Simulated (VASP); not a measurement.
In3GaAs4, 8 atoms in the cell. The structure is tetragonal, space group P-4m2 (No. 115). The conventional cell has a = 4.237 Å, b = 4.237 Å, c = 12.029 Å, α = 90.00°, β = 90.00°, γ = 90.00°. Ga (site symmetry -4m2) has 4 As at 2.50 Å within 3.3 Å. As (site symmetry 2mm) has 2 Ga at 2.50 Å and 2 In at 2.63 Å within 3.3 Å. Within 3.5 Å of As (site symmetry 2mm) lie 4 In at 2.63 Å. Within 3.5 Å of In (site symmetry 2mm) lie 4 As at 2.63 Å. In (site symmetry -4m2) has 4 As at 2.63 Å within 3.5 Å. 

- Program: VASP 6.6.1
- Task: single point
- Functional: r2SCAN
- Potentials or basis: VASP PAW PBE potentials, release 64 (Ga_d, As, In_d)
- Cutoff: 550 eV
- k mesh: 6 × 6 × 2
- Occupations: fermi-dirac, width 0.02 eV
- Spin: no spin polarisation
- Dipole correction: no
- Further INCAR settings: ALGO = Normal; EDIFF = 1e-06; NBANDS = 46

Potentials or basis: VASP PAW PBE potentials, release 64 (Ga_d, As, In_d).

Run with:

```console
$ cat potpaw_PBE.64/Ga_d/POTCAR potpaw_PBE.64/As/POTCAR potpaw_PBE.64/In_d/POTCAR > POTCAR
$ cp INCAR.step1 INCAR
$ mpirun -np 1 vasp_std > vasp.out
$ cp INCAR.step2 INCAR
$ mpirun -np 1 vasp_std > vasp.out
```

Hardware: 1 thread of Intel(R) Xeon(R) 6975P-C (Granite Rapids) (shared host).

Task: Estimate the wall time of this run.

Result: Wall time 7.1 min on 1 thread of Intel(R) Xeon(R) 6975P-C (Granite Rapids), with other jobs on the host, peak memory 0.47 GiB. Counts: k points 20.
